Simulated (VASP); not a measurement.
# TiSi2 (Immm) in VASP: settings compared

The runs below take TiSi2 through single point, with BLYP, PBE, PBE+D3(BJ), PBE+U.

Program: VASP 6.6.1. These are calculated values, not measurements. Logs are shortened: lines on timing, memory, paths and dates and some standing lists are left out, and cuts for length are marked.

**1. The cell of the first run**

The structure is orthorhombic, space group Immm (No. 71). The conventional cell has a = 2.946 Å, b = 3.424 Å, c = 8.424 Å, α = 90.00°, β = 90.00°, γ = 90.00°. Within 3.5 Å of Ti (site symmetry mmm) lie 10 Si at 2.67 to 2.78 Å and 4 Ti at 2.95 to 3.42 Å. Within 3.5 Å of Si (site symmetry mm2) lie 9 Si at 2.63 to 3.42 Å and 5 Ti at 2.67 to 2.78 Å.

**2. Single point, BLYP**

File INCAR:

```
SYSTEM = TiSi2
PREC     = Accurate       ! precision mode
ENCUT    = 520            ! plane-wave cutoff, eV
EDIFF    = 1E-6           ! SCF threshold, eV
ISMEAR   = 0              ! smearing method
SIGMA    = 0.1            ! smearing width, eV
LREAL    = .False.        ! projectors in reciprocal space
LASPH    = .True.         ! aspherical terms in the spheres
NELM     = 60             ! most SCF steps
ALGO     = Normal         ! electronic algorithm
ISIF     = 2              ! what is computed and relaxed
LWAVE    = .False.        ! write WAVECAR
LCHARG   = .True.         ! write CHGCAR
GGA      = B5             ! functional
ALDAX    = 1.0          
AGGAX    = 1.0          
AGGAC    = 1.0          
ALDAC    = 0.0          
LELF     = .True.         ! ELF
LVHAR    = .True.       
NBANDS   = 17             ! bands
```

File KPOINTS:

```
regular mesh
0
Gamma
  6 6 6
  0 0 0
```

File POSCAR:

```
TiSi2
1.0
   -1.4728720000      1.7121300000      4.2120830000
    1.4728720000     -1.7121300000      4.2120830000
    1.4728720000      1.7121300000     -4.2120830000
Ti Si
1 2
Direct
    0.0000000000      0.0000000000      0.0000000000
    0.3299220000      0.3299220000      0.0000000000
    0.6700780000      0.6700780000      0.0000000000
```

Potentials or basis: VASP PAW PBE potentials, release 64 (Ti_sv, Si).

Launch:

```console
$ cat potpaw_PBE.64/Ti_sv/POTCAR potpaw_PBE.64/Si/POTCAR > POTCAR
$ mpirun -np 1 vasp_std > vasp.out
```

OUTCAR:

```text
SYSTEM = TiSi2
   PREC = Accurate
   ENCUT = 520
   EDIFF = 1E-6
   ISMEAR = 0
   LREAL = .False.
   LASPH = .True.
   NELM = 60
   ISIF = 2
   GGA = B5

 ion  position               nearest neighbor table
   1  0.000  0.000  0.000-   3 2.67   3 2.67   3 2.67   2 2.67   3 2.67   2 2.67   2 2.67   2 2.67
                             2 2.78   3 2.78
   2  0.330  0.330  0.000-   3 2.63   3 2.63   3 2.63   3 2.63   1 2.67   1 2.67   1 2.67   1 2.67
                             1 2.78   3 2.87
   3  0.670  0.670  0.000-   2 2.63   2 2.63   2 2.63   2 2.63   1 2.67   1 2.67   1 2.67   1 2.67
                             1 2.78   2 2.87

  LATTYP: Found a body centered orthorhombic cell.
 ALAT       =     2.9457440000
 B/A-ratio  =     1.1624431723
 C/A-ratio  =     2.8597753233

  Lattice vectors:

 A1 = (  -1.4728720000,   1.7121300000,   4.2120830000)
 A2 = (   1.4728720000,  -1.7121300000,   4.2120830000)
 A3 = (   1.4728720000,   1.7121300000,  -4.2120830000)

Analysis of symmetry for initial positions (statically):
=====================================================================
 Subroutine PRICEL returns:
 Original cell was already a primitive cell.

 Routine SETGRP: Setting up the symmetry group for a
 body centered orthorhombic supercell.

 Subroutine GETGRP returns: Found  8 space group operations
 (whereof  8 operations were pure point group operations)
 out of a pool of  8 trial point group operations.

The static configuration has the point symmetry D_2h.

Analysis of symmetry for dynamics (positions and initial velocities):
=====================================================================
 Subroutine PRICEL returns:
 Original cell was already a primitive cell.

 Routine SETGRP: Setting up the symmetry group for a
 body centered orthorhombic supercell.

 Subroutine GETGRP returns: Found  8 space group operations
 (whereof  8 operations were pure point group operations)
 out of a pool of  8 trial point group operations.

The dynamic configuration has the point symmetry D_2h.

 Subroutine INISYM returns: Found  8 space group operations
 (whereof  8 operations are pure point group operations),
 and found     1 'primitive' translations

----------------------------------------------------------------------------------------

                                     Primitive cell

  volume of cell :      42.4873

  direct lattice vectors                    reciprocal lattice vectors
    -1.472872000  1.712130000  4.212083000     0.000000000  0.292033899  0.118706113
     1.472872000 -1.712130000  4.212083000     0.339472812  0.000000000  0.118706113
     1.472872000  1.712130000 -4.212083000     0.339472812  0.292033899  0.000000000

  length of vectors
     4.779370698  4.779370698  4.779370698     0.315237909  0.359628880  0.447800836

  position of ions in fractional coordinates (direct lattice)
     0.000000000  0.000000000  0.000000000
     0.329922000  0.329922000  0.000000000
     0.670078000  0.670078000  0.000000000

  ion indices of the primitive-cell ions
   primitive index   ion index
                 1           1
                 2           2
                 3           3

----------------------------------------------------------------------------------------

 KPOINTS: regular mesh

Automatic generation of k-mesh.
 Grid dimensions read from file:
 generate k-points for:    6    6    6

 Generating k-lattice:

  Cartesian coordinates                     Fractional coordinates (reciprocal lattice)
     0.000000000  0.048672317  0.019784352     0.166666667  0.000000000 -0.000000000
     0.056578802  0.000000000  0.019784352     0.000000000  0.166666667  0.000000000
     0.056578802  0.048672317  0.000000000    -0.000000000  0.000000000  0.166666667

  Length of vectors
     0.052539652  0.059938147  0.074633473

  Shift w.r.t. Gamma in fractional coordinates (k-lattice)
     0.000000000  0.000000000  0.000000000

 Subroutine IBZKPT returns following result:
 ===========================================

 Found     46 irreducible k-points:

[... 52 lines left out ...]
      6       3.2634      2.00000
[... 9 lines left out ...]
     16      17.7839      0.00000
     17      18.0658      0.00000

 k-point     4 :       0.5000    0.0000   -0.0000
  band No.  band energies     occupation
      1     -45.6711      2.00000
      2     -22.2530      2.00000
      3     -22.1477      2.00000
      4     -21.8833      2.00000
      5       1.1015      2.00000
      6       1.4073      2.00000
[... 9 lines left out ...]
     16      17.1874      0.00000
     17      17.3075      0.00000

 k-point     5 :       0.0000    0.1667   -0.0000
  band No.  band energies     occupation
      1     -45.6682      2.00000
      2     -22.1508      2.00000
      3     -22.1456      2.00000
      4     -21.9756      2.00000
      5      -1.4946      2.00000
      6       5.3501      2.00000
[... 9 lines left out ...]
     16      15.4097      0.00000
     17      15.6760      0.00000

 k-point     6 :       0.1667    0.1667   -0.0000
  band No.  band energies     occupation
      1     -45.6666      2.00000
      2     -22.1735      2.00000
      3     -22.1445      2.00000
      4     -21.9734      2.00000
      5      -1.0146      2.00000
      6       4.4894      2.00000
[... 9 lines left out ...]
     16      15.9662      0.00000
     17      16.9264      0.00000
[... 281 lines left out ...]
 k-point    21 :       0.1667    0.1667    0.1667
  band No.  band energies     occupation
      1     -45.6452      2.00000
      2     -22.1950      2.00000
      3     -22.1343      2.00000
      4     -22.1192      2.00000
      5       1.2215      2.00000
      6       4.7139      2.00000
[... 9 lines left out ...]
     16      15.5303      0.00000
     17      16.0816      0.00000

 k-point    22 :       0.3333    0.1667    0.1667
  band No.  band energies     occupation
      1     -45.6437      2.00000
      2     -22.2157      2.00000
      3     -22.1311      2.00000
      4     -22.1173      2.00000
      5       2.4749      2.00000
      6       3.2151      2.00000
[... 9 lines left out ...]
     16      16.1047      0.00000
     17      16.8291      0.00000

 k-point    23 :      -0.1667    0.1667    0.1667
  band No.  band energies     occupation
      1     -45.6496      2.00000
      2     -22.1442      2.00000
      3     -22.1319      2.00000
      4     -22.1252      2.00000
      5      -0.1564      2.00000
      6       5.3715      2.00000
[... 9 lines left out ...]
     16      15.8284      0.00000
     17      17.0858      0.00000

 k-point    24 :       0.1667    0.3333    0.1667
  band No.  band energies     occupation
      1     -45.6359      2.00000
      2     -22.2158      2.00000
      3     -22.1832      2.00000
      4     -22.1095      2.00000
      5       3.0447      2.00000
      6       3.7354      2.00000
[... 9 lines left out ...]
     16      15.4769      0.00000
     17      16.4825      0.00000

 [... further k-points ...]

------------------------ aborting loop because EDIFF is reached ----------------------------------------

  FORCE on cell =-STRESS in cart. coord.  units (eV):
  Direction    XX          YY          ZZ          XY          YZ          ZX
  --------------------------------------------------------------------------------------
  -------------------------------------------------------------------------------------
  Total        2.7271492      1.8193493      1.6836810      0.0000000      0.0000000      0.0000000
  in kB      102.8397068     68.6069361     63.4909361      0.0000000      0.0000000      0.0000000
  external PRESSURE =      78.3125263 kB  Pullay stress =       0.0000000 kB

 VOLUME and BASIS-vectors are now :
 -----------------------------------------------------------------------------
  energy-cutoff  :      520.00
  volume of cell :       42.49
      direct lattice vectors                 reciprocal lattice vectors
    -1.472872000  1.712130000  4.212083000     0.000000000  0.292033899  0.118706113
     1.472872000 -1.712130000  4.212083000     0.339472812  0.000000000  0.118706113
     1.472872000  1.712130000 -4.212083000     0.339472812  0.292033899  0.000000000

 POSITION                                       TOTAL-FORCE (eV/Angst)
 -----------------------------------------------------------------------------------
      0.00000      0.00000      0.00000        -0.000000     -0.000000      0.000000
      0.00000      0.00000      2.77932        -0.000000      0.000000     -0.139830
      0.00000      0.00000      5.64485         0.000000     -0.000000      0.139830
 -----------------------------------------------------------------------------------
    total drift:                               -0.000000      0.000000     -0.000000

  FREE ENERGIE OF THE ION-ELECTRON SYSTEM (eV)
  ---------------------------------------------------
  free  energy   TOTEN  =       -16.3418101672 eV

  energy  without entropy=      -16.3321054172  energy(sigma->0) =      -16.33695779
```

Run time: 29 s. Hardware: 1 thread of Intel Xeon 6975P-C (Granite Rapids), shared host; peak memory 0.21 GiB.

What came out:

- Free energy: -16.3418 eV
- Pressure: 7.8 GPa
- Largest force: 0.140 eV/Å
- Band gap on the k mesh: zero (band 10 reaches 11.69 eV, above the bottom of band 11 at 9.71 eV)

Forces in eV/Å, atoms in the order of the input:
```
Ti   0.000  0.000  0.000
Si   0.000  0.000 -0.140
Si   0.000  0.000  0.140
```

Stress tensor (GPa, compression positive):
```
10.28  0.00  0.00
 0.00  6.86  0.00
 0.00  0.00  6.35
```

Levels at points of the mesh, in eV from the Fermi level:
```tsv
k point	band 7	band 8	band 9	band 10	band 11	band 12	band 13	band 14
(0.00, 0.00, 0.00)	-4.10	-2.06	-0.55	0.81	2.30	2.38	3.24	3.76
(0.50, 0.00, 0.00)	-4.13	-3.60	-0.62	0.98	2.07	2.53	3.49	4.20
(0.00, 0.50, 0.00)	-3.44	-3.24	-0.89	-0.34	1.01	2.85	3.33	4.05
(0.50, 0.50, 0.00)	-4.81	-4.67	-2.73	-1.20	-0.43	2.77	2.85	3.15
(0.50, 0.50, 0.50)	-1.20	-1.08	-0.24	0.47	1.98	2.43	2.54	3.66
```

Caveat: the k points lie up to 0.47 Å⁻¹ apart; the PAW data sets were made with another functional, which shifts forces and pressure a little.

**3. Single point, PBE**

File INCAR:

```
SYSTEM = TiSi2
ALGO = Normal
EDIFF = 1E-7
ENCUT = 520
GGA = PE
ISIF = 2
ISMEAR = 1
LASPH = .TRUE.
LCHARG = .FALSE.
LREAL = .FALSE.
LWAVE = .FALSE.
NBANDS = 17
NELM = 60
PREC = Accurate
SIGMA = 0.043
```

File KPOINTS:

```
k-points
0
G
  6 6 6
  0 0 0
```

POSCAR is that of step 2.

Potentials or basis: VASP PAW PBE potentials, release 64 (Ti_sv, Si).

Launch:

```console
$ cat potpaw_PBE.64/Ti_sv/POTCAR potpaw_PBE.64/Si/POTCAR > POTCAR
$ mpirun -np 1 vasp_std > vasp.out
```

It took 22 s on 1 thread of Intel Xeon 6975P-C (Granite Rapids), shared host; peak memory 0.21 GiB.

The run converged. Its results:

```
Free energy            : -19.8440 eV
Pressure               : 0.4 GPa
Largest force          : 0.180 eV/Å
Band gap on the k mesh : zero (band 10 reaches 11.28 eV, above the bottom of band 11 at 9.17 eV)
```

Forces on the atoms (eV/Å):
```
Ti   0.000  0.000  0.000
Si   0.000  0.000 -0.180
Si   0.000  0.000  0.180
```

Stress tensor (GPa, compression positive):
```
 2.81  0.00  0.00
 0.00 -0.43  0.00
 0.00  0.00 -1.29
```

Levels at points of the mesh, in eV from the Fermi level:
```tsv
k point	band 7	band 8	band 9	band 10	band 11	band 12	band 13	band 14
(0.00, 0.00, 0.00)	-4.06	-2.04	-0.56	0.86	2.17	2.47	3.21	3.85
(0.50, 0.00, 0.00)	-4.24	-3.67	-0.60	1.03	2.13	2.63	3.59	4.12
(0.00, 0.50, 0.00)	-3.52	-3.30	-0.86	-0.35	1.05	2.90	3.44	4.09
(0.50, 0.50, 0.00)	-4.94	-4.56	-2.78	-1.21	-0.57	2.82	2.96	3.20
(0.50, 0.50, 0.50)	-1.19	-1.17	-0.25	0.53	2.06	2.52	2.58	3.77
```

Caveat: the k points lie up to 0.47 Å⁻¹ apart.

**4. Single point, PBE+D3(BJ)**

File INCAR:

```
SYSTEM = TiSi2
PREC = Accurate
ENCUT = 520
EDIFF = 1E-6
ISMEAR = 0
SIGMA = 0.1
LREAL = .FALSE.
LASPH = .TRUE.
NELM = 60
ALGO = Normal
ISIF = 2
LWAVE = .FALSE.
LCHARG = .FALSE.
GGA = PE
IVDW = 12
NBANDS = 17
```

File KPOINTS:

```
Automatic mesh
0
G
  6 6 6
  0 0 0
```

POSCAR is that of step 3.

Launch:

```console
$ cat potpaw_PBE.64/Ti_sv/POTCAR potpaw_PBE.64/Si/POTCAR > POTCAR
$ mpirun -np 1 vasp_std > vasp.out
```

Wall time 19 s (1 thread of Intel Xeon 6975P-C (Granite Rapids), shared host); peak memory 0.22 GiB.

The run converged. Its results:

```
Free energy                : -21.4421 eV
Pressure                   : -5.8 GPa
Largest force              : 0.170 eV/Å
Band gap on the k mesh     : zero (band 10 reaches 11.28 eV, above the bottom of band 11 at 9.17 eV)
Dispersion energy per atom : -0.531 eV
```

Forces in eV/Å, atoms in the order of the input:
```
Ti   0.000  0.000  0.000
Si   0.000  0.000 -0.170
Si   0.000  0.000  0.170
```

Stress tensor (GPa, compression positive):
```
-3.12  0.00  0.00
 0.00 -6.89  0.00
 0.00  0.00 -7.46
```

Levels at points of the mesh, in eV from the Fermi level:
```
           k point  band 8  band 9  band 10  band 11  band 12  band 13
(0.00, 0.00, 0.00)   -2.05   -0.56     0.85     2.16     2.46     3.21
(0.50, 0.00, 0.00)   -3.67   -0.61     1.02     2.12     2.62     3.58
(0.00, 0.50, 0.00)   -3.31   -0.87    -0.36     1.04     2.89     3.43
(0.50, 0.50, 0.00)   -4.57   -2.79    -1.22    -0.58     2.82     2.95
(0.50, 0.50, 0.50)   -1.18   -0.26     0.52     2.05     2.51     2.57
```

Caveat: the k points lie up to 0.47 Å⁻¹ apart; pairwise dispersion overbinds metals, which lowers pressure and volume.

**5. Single point, PBE**

File INCAR:

```
SYSTEM = TiSi2
PREC = Accurate
ENCUT = 520
EDIFF = 1E-6
ISMEAR = 0
SIGMA = 0.14
LREAL = .FALSE.
LASPH = .TRUE.
NELM = 100
ALGO = Normal
ISIF = 2
LWAVE = .FALSE.
LCHARG = .FALSE.
GGA = PE
NBANDS = 17
```

File KPOINTS:

```
regular mesh
0
G
  6 6 6
  0 0 0
```

POSCAR is that of step 4.

Launch:

```console
$ cat potpaw_PBE.64/Ti_sv/POTCAR potpaw_PBE.64/Si/POTCAR > POTCAR
$ mpirun -np 1 vasp_std > vasp.out
```

Run time: 20 s. Hardware: 1 thread of Intel Xeon 6975P-C (Granite Rapids), shared host; peak memory 0.21 GiB.

It converged, with:

```
Free energy            : -19.8535 eV
Pressure               : 0.4 GPa
Largest force          : 0.167 eV/Å
Band gap on the k mesh : zero (band 10 reaches 11.28 eV, above the bottom of band 11 at 9.17 eV)
```

Forces on the atoms (eV/Å):
```
Ti   0.000  0.000  0.000
Si   0.000  0.000 -0.167
Si   0.000  0.000  0.167
```

Stress tensor (GPa, compression positive):
```
 3.18  0.00  0.00
 0.00 -0.77  0.00
 0.00  0.00 -1.15
```

Levels at points of the mesh, in eV from the Fermi level:
```csv
k point,band 8,band 9,band 10,band 11,band 12,band 13
"(0.00, 0.00, 0.00)",-2.05,-0.57,0.85,2.16,2.45,3.20
"(0.50, 0.00, 0.00)",-3.68,-0.61,1.02,2.11,2.62,3.58
"(0.00, 0.50, 0.00)",-3.31,-0.87,-0.36,1.04,2.89,3.43
"(0.50, 0.50, 0.00)",-4.57,-2.79,-1.22,-0.58,2.81,2.95
"(0.50, 0.50, 0.50)",-1.19,-0.27,0.52,2.04,2.51,2.57
```

Caveat: the k points lie up to 0.47 Å⁻¹ apart.

**6. Single point, PBE+U**

File INCAR:

```
PREC     = Accurate       # precision mode
ENCUT    = 520            # plane-wave cutoff, eV
EDIFF    = 1E-7           # SCF threshold, eV
ISMEAR   = 0              # smearing method
SIGMA    = 0.1            # smearing width, eV
LREAL    = F              # projectors in reciprocal space
LASPH    = T              # aspherical terms in the spheres
NELM     = 150            # most SCF steps
ALGO     = Normal         # electronic algorithm
ISIF     = 2              # what is computed and relaxed
LWAVE    = F              # write WAVECAR
LCHARG   = F              # write CHGCAR
LMAXMIX  = 4              # l up to which the mixer works
LDAU     = T              # DFT+U
LDAUTYPE = 1            
LDAUL    = 2 -1           # shell
LDAUU    = 3.9 0          # U, eV
LDAUJ    = 0.92 0       
LDAUPRINT= 1            
GGA      = PE             # functional
NBANDS   = 17             # bands
```

File KPOINTS:

```
Automatic mesh
0
Gamma
  6 6 6
```

POSCAR is that of step 5.

Potentials or basis: VASP PAW PBE potentials, release 64 (Ti_sv, Si).

Launch:

```console
$ cat potpaw_PBE.64/Ti_sv/POTCAR potpaw_PBE.64/Si/POTCAR > POTCAR
$ mpirun -np 1 vasp_std > vasp.out
```

Run time: 22 s. Hardware: 1 thread of Intel Xeon 6975P-C (Granite Rapids), shared host; peak memory 0.21 GiB.

It converged, with:

```yaml
Free_energy: -17.4919 eV
Pressure: 3.8 GPa
Largest_force: 0.307 eV/Å
Band_gap_on_the_k_mesh: zero (band 10 reaches 11.60 eV, above the bottom of band 11 at 9.28 eV)
```

Forces on the atoms (eV/Å):
```
Ti   0.000  0.000  0.000
Si   0.000  0.000 -0.307
Si   0.000  0.000  0.307
```

Stress tensor (GPa, compression positive):
```
7.02 0.00 0.00
0.00 2.44 0.00
0.00 0.00 2.07
```

Levels at points of the mesh, in eV from the Fermi level:
```csv
k point,band 8,band 9,band 10,band 11,band 12,band 13
"(0.00, 0.00, 0.00)",-2.09,-0.59,0.91,2.02,2.62,2.98
"(0.50, 0.00, 0.00)",-3.85,-0.64,1.11,2.27,2.69,3.57
"(0.00, 0.50, 0.00)",-3.43,-0.82,-0.32,1.08,2.78,3.51
"(0.50, 0.50, 0.00)",-4.67,-2.87,-1.20,-0.83,2.65,3.04
"(0.50, 0.50, 0.50)",-1.23,-0.27,0.54,2.20,2.45,2.67
```

Eigenvalues of the final occupation matrices:
```csv
site,spin,trace,eigenvalues
site 1 d,1,0.96,0.17 0.18 0.18 0.20 0.24
site 1 d,2,0.96,0.17 0.18 0.18 0.20 0.24
```

Caveat: the k points lie up to 0.47 Å⁻¹ apart; U without spin polarisation on a metal has little footing; the U is typed as a test and isn't derived for this compound.

**7. Overview**

| level | U | smearing | LDAUTYPE | hund's J | gap on the mesh (eV) | pressure (GPa) | largest force (eV/Å) |
| --- | --- | --- | --- | --- | --- | --- | --- |
| BLYP | - | gaussian 0.1 eV | - | - | none | 7.8 | 0.14 |
| PBE | - | methfessel-paxton 0.043 eV | - | - | none | 0.4 | 0.18 |
| PBE+D3(BJ) | - | gaussian 0.1 eV | - | - | none | -5.8 | 0.17 |
| PBE | - | gaussian 0.14 eV | - | - | none | 0.4 | 0.17 |
| PBE+U | Ti d U = 3.9 eV, J = 0.92 eV | gaussian 0.1 eV | 1 | 0.92 | none | 3.8 | 0.31 |

Alike in all rows: task single point; potentials or basis VASP PAW PBE potentials, release 64 (Ti_sv, Si); no spin polarisation; cell as given; k mesh 6 × 6 × 6; cutoff (eV) 520.

Caveats: all runs use coarse meshes; the PAW data sets were made with another functional, which shifts forces and pressure a little (some runs); pairwise dispersion overbinds metals, which lowers pressure and volume (some runs); U without spin polarisation on a metal has little footing (some runs); the U is typed as a test and isn't derived for this compound (some runs).

Total energies depend on the potentials used, so only differences within one code and one set of settings carry meaning.
